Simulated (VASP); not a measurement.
A run of VASP 6.6.1:

Contents of POSCAR:

```
CaB15N15
1.0
   -3.6241103844      3.6241103844     -3.6241103844
    3.6241103844      3.6241103844      3.6241103844
    3.6241103844     -3.6241103844     -3.6241103844
B Ca N
15 1 15
Direct
   -0.0003059210      0.0002011341     -0.0690284156
    0.0139156758      0.2615638159      0.7578387796
    0.0139195365      0.5065105305      0.5128808779
   -0.0003159237      0.6796476323      0.2515170984
    0.2610444624      0.0144335691      0.7578317217
    0.2610457677      0.5065087569      0.2657513414
    0.2437735079      0.7501162152      0.0014332161
    0.5059872133      0.0144365364      0.5128830738
    0.5059884274      0.2615599096      0.2657461481
    0.5001374953      0.5006501119      0.0070786921
    0.5001356215      0.7557706943      0.7519734472
    0.6791419041      0.0002166898      0.2515456350
    0.7496042394      0.2442965937      0.0014403027
    0.7552391304      0.5006430508      0.7519689775
    0.7495987768      0.7501151315      0.4956120900
    0.1251545866      0.1256804108      0.3770067626
    0.0014253520      0.2498984331      0.0091205170
    0.0093449545      0.5071947703      0.7585129126
    0.0014273796      0.7578111882      0.5012149328
    0.2493855249      0.0019426995      0.0091269018
    0.2564916868      0.2570130266      0.7822293263
    0.2564929661      0.5309001935      0.5083278270
    0.2493798573      0.7578070770      0.2532589180
    0.5066783431      0.0098708915      0.7585168979
    0.5303666600      0.2570075800      0.5083272605
    0.5066753697      0.5071942377      0.2611845621
    0.5040892576      0.7552635171      0.0065825096
    0.7572894251      0.0019437632      0.5012269184
    0.7572781010      0.2499070860      0.2532641447
    0.7547288401      0.5045770167      0.0065607767
    0.7547374227      0.7552497636      0.7559154597
```

File INCAR.step1:

```
SYSTEM = CaB15N15
PREC = Accurate
ENCUT = 520
EDIFF = 1E-5
ISMEAR = -1
SIGMA = 0.01
LREAL = Auto
LASPH = .True.
NELM = 100
ALGO = Normal
ISIF = 2
LWAVE = .True.
LCHARG = .False.
GGA = PE
NELECT = 128.0
NBANDS = 86
```

Contents of INCAR.step2:

```
SYSTEM = CaB15N15
PREC = Accurate
ENCUT = 520
EDIFF = 1E-6
ISMEAR = -1
SIGMA = 0.01
LREAL = Auto
LASPH = .True.
NELM = 100
ALGO = Normal
ISIF = 2
LWAVE = .False.
LCHARG = .False.
GGA = PE
LHFCALC = .True.
HFSCREEN = 0.2079
PRECFOCK = Fast
ISTART = 1
NELECT = 128.0
NBANDS = 86
```

Contents of KPOINTS:

```
Automatic mesh
0
Gamma
  1 1 1
  0.25 0.25 0.25
```

Potentials or basis: VASP PAW PBE potentials, release 64 (B, Ca_sv, N).

Launch:

```console
$ cat potpaw_PBE.64/B/POTCAR potpaw_PBE.64/Ca_sv/POTCAR potpaw_PBE.64/N/POTCAR > POTCAR
$ cp INCAR.step1 INCAR
$ mpirun -np 1 vasp_std > vasp.out
$ cp INCAR.step2 INCAR
$ mpirun -np 1 vasp_std > vasp.out
```

Hardware: 1 thread of Intel(R) Xeon(R) Platinum 8259CL CPU @ 2.50GHz (Skylake/Cascade Lake) (shared host).

Task: Estimate the wall time of this run.

Result: Wall time 3.8 min on 1 thread of Intel(R) Xeon(R) Platinum 8259CL CPU @ 2.50GHz (Skylake/Cascade Lake) (shared host), peak memory 0.47 GiB. Counts: k points 1.
